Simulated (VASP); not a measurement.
A run of VASP 6.6.1:

INCAR

```
ALGO = Normal ; EDIFF = 1E-7
ENCUT = 520 ; GGA = PE
ISIF = 2 ; ISMEAR = 0
LASPH = T ; LCHARG = F
LREAL = F ; LWAVE = F
NBANDS = 18 ; NELM = 100
PREC = Accurate ; SIGMA = 0.012
```

The input KPOINTS:

```
k-points
0
Gamma
  12 12 7
```

File POSCAR:

```
Cu
1.0
    2.5340966698      0.0000000000      0.0000000000
   -1.2670483349      2.1945920917      0.0000000000
    0.0000000000      0.0000000000      4.1125710000
Cu
2
Direct
    0.6666666667      0.3333333333      0.7500000000
    0.3333333333      0.6666666667      0.2500000000
```

Potentials or basis: VASP PAW PBE potentials, release 64 (Cu).

The run is started by

```bash
$ cat potpaw_PBE.64/Cu/POTCAR > POTCAR
$ mpirun -np 1 vasp_std > vasp.out
```

Hardware: 1 thread of AMD EPYC 9R45 96-Core Processor (Zen 5), on a shared host.

Q: How long does it take, and how much memory?

A: Run time: 14 s on 1 thread of AMD EPYC 9R45 96-Core Processor (Zen 5), with other jobs on the host, peak memory 0.12 GiB. Counts: scf iterations 13, k points 76.
